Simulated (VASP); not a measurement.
Si2Mo:

```
Si Mo
1.0
     4.61304    0.00000    0.00000
    -2.30652    3.99501    0.00000
     0.00000    0.00000    6.60957
Si Mo
6 3
Direct
  0.16398 0.83602 0.83333
  0.32795 0.16398 0.16667
  0.83602 0.67205 0.50000
  0.83602 0.16398 0.83333
  0.67205 0.83602 0.16667
  0.16398 0.32795 0.50000
  0.50000 0.00000 0.50000
  0.00000 0.50000 0.16667
  0.50000 0.50000 0.83333
```

| Item | Value |
| --- | --- |
| Program | VASP 6.6.1 |
| Task | relaxation of cell and atoms |
| Functional | LDA |
| Potentials or basis | VASP PAW LDA potentials, release 64 (Si, Mo_sv) |
| Cutoff | 600 eV |
| k mesh | 6 × 6 × 4 |
| Occupations | fermi-dirac, width 0.02 eV |
| Spin | no spin polarisation |

At the start: pressure -7.6 GPa; volume 13.53 Å³/atom.

Q: Where does the relaxation end?

A: Over 7 steps the energy falls by 11.9 meV/atom and the volume is 13.05 Å³/atom (-3.6 %); space group P6_222 (No. 180, to 0.05 Å).

The path:
```
step  energy change (eV)  largest force (eV/Å)  pressure (GPa)  volume (Å³)
   1              0.0000                0.0406           -7.64       121.81
   2              0.1943                0.0397           15.20       110.78
   3             -0.1071                0.0131           -0.15       117.54
   4             -0.1071                0.0126            0.02       117.46
   5             -0.1074                0.0062            0.03       117.44
   6             -0.1074                0.0061            0.02       117.44
   7             -0.1074                0.0018           -0.03       117.47
```

Final structure:
```xyz
9
Lattice="4.5552 0.0000 0.0000 -2.2776 3.9449 0.0000 0.0000 0.0000 6.5372" Properties=species:S:1:pos:R:3 pbc="T T T"
Si   -1.1559    3.2973    5.4476
Si    1.1217    0.6476    1.0895
Si    2.2776    2.6496    3.2686
Si    3.4334    0.6476    5.4476
Si    1.1559    3.2973    1.0895
Si    0.0000    1.2953    3.2686
Mo    2.2776    0.0000    3.2686
Mo   -1.1388    1.9724    1.0895
Mo    1.1388    1.9724    5.4476
```
